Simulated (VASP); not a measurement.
Wanted: the native input for a VASP 6.6.1 run.

| Item | Value |
| --- | --- |
| Task | relaxation of cell and atoms |
| Functional | PBE |
| Potentials or basis | VASP PAW PBE potentials, release 64 (N, B) |
| Cutoff | 600 eV |
| k mesh | 12 × 12 × 6 |
| Occupations | fermi-dirac, width 0.05 eV |
| Spin | no spin polarisation |
| Dipole correction | no |
| Further INCAR settings | ALGO = Normal; EDIFF = 1e-07; IBRION = 2; EDIFFG = -0.01; NSW = 60; ISIF = 3 |

The structure of BN lies in POSCAR:

```
BN
1.0
    2.5539396017      0.0000000000      0.0000000000
   -1.2769698009      2.2117765748      0.0000000000
    0.0000000000      0.0000000000      4.2268550000
N B
2 2
Direct
    0.3333333333      0.6666666667      0.1252760000
    0.6666666667      0.3333333333      0.6252760000
    0.3333333333      0.6666666667      0.4997240000
    0.6666666667      0.3333333333      0.9997240000
```

The input as run:

INCAR

```
SYSTEM = BN
PREC     = Accurate       ! precision mode
ENCUT    = 600            ! plane-wave cutoff, eV
EDIFF    = 1E-7           ! SCF threshold, eV
ISMEAR   = -1             ! smearing method
SIGMA    = 0.05           ! smearing width, eV
LREAL    = .False.        ! projectors in reciprocal space
LASPH    = .True.         ! aspherical terms in the spheres
NELM     = 60             ! most SCF steps
ALGO     = Normal         ! electronic algorithm
ISIF     = 3              ! what is computed and relaxed
LWAVE    = .False.        ! write WAVECAR
LCHARG   = .False.        ! write CHGCAR
GGA      = PE             ! functional
IBRION   = 2              ! ionic algorithm
NSW      = 60             ! ionic steps
EDIFFG   = -0.01          ! ionic threshold
```

KPOINTS

```
regular mesh
0
Gamma
  12 12 6
  0 0 0
```

Potentials or basis: VASP PAW PBE potentials, release 64 (N, B).

Run with:

```console
$ cat potpaw_PBE.64/N/POTCAR potpaw_PBE.64/B/POTCAR > POTCAR
$ mpirun -np 1 vasp_std > vasp.out
```

It gave:

| Item | Value |
| --- | --- |
| Relaxed volume | 5.97 Å³/atom |
| Relaxed cell | a = 2.554 Å, b = 2.554 Å, c = 4.224 Å, α = 90.00°, β = 90.00°, γ = 120.00° |
| Space group after relaxing (to 0.05 Å) | P6_3mc (No. 186) |
| Energy gained by relaxing | 0.0 meV/atom |
| Ionic steps | 3 |
| Pressure after relaxing | 0.0 GPa |
| Band gap on the k mesh | 5.21 eV, indirect (least direct gap 8.24 eV) |

Wall time 25 s on 1 thread of Intel(R) Xeon(R) Platinum 8488C (Sapphire Rapids), with other jobs on the host, peak memory 0.14 GiB.
